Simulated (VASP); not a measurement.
Input of a VASP 6.6.1 run:

The input POSCAR:

```
CdTe
1.0
    0.0000000000      3.0443558485      3.0443558485
    3.0443558485      0.0000000000      3.0443558485
    3.0443558485      3.0443558485      0.0000000000
Cd Te
1 1
Direct
    0.0000000000      0.0000000000      0.0000000000
    0.5000000000      0.5000000000      0.5000000000
```

Contents of INCAR.step1:

```
SYSTEM = CdTe
PREC = Accurate
ENCUT = 520
ISMEAR = -1
SIGMA = 0.02
LREAL = .False.
LASPH = .True.
NELM = 80
NBANDS = 16
GGA = PE
ALGO = Normal
EDIFF = 1E-4
LWAVE = .True.
LCHARG = .False.
```

INCAR.step2

```
SYSTEM = CdTe
PREC = Accurate
ENCUT = 520
EDIFF = 1E-6
ISMEAR = -1
SIGMA = 0.02
LREAL = .False.
LASPH = .True.
NELM = 80
ALGO = Normal
ISIF = 2
LWAVE = .False.
LCHARG = .False.
METAGGA = R2SCAN
LMIXTAU = .True.
NBANDS = 16
ISTART = 1
```

KPOINTS

```
Automatic mesh
0
Gamma
  6 6 6
  0 0 0
```

Potentials or basis: VASP PAW PBE potentials, release 64 (Cd, Te).

Run with:

```bash
$ cat potpaw_PBE.64/Cd/POTCAR potpaw_PBE.64/Te/POTCAR > POTCAR
$ cp INCAR.step1 INCAR
$ mpirun -np 1 vasp_std > vasp.out
$ cp INCAR.step2 INCAR
$ mpirun -np 1 vasp_std > vasp.out
```

Task: What does it give for the band gap on the k mesh?

Result: Zero (band 9 reaches 3.90 eV, above the bottom of band 10 at 2.85 eV).

Task: What does it give for the pressure?

Result: 0.2 GPa.

Caveat: the PAW data sets were made with another functional, which shifts forces and pressure a little; spin-orbit coupling is left out, which moves the levels of the heavy elements.
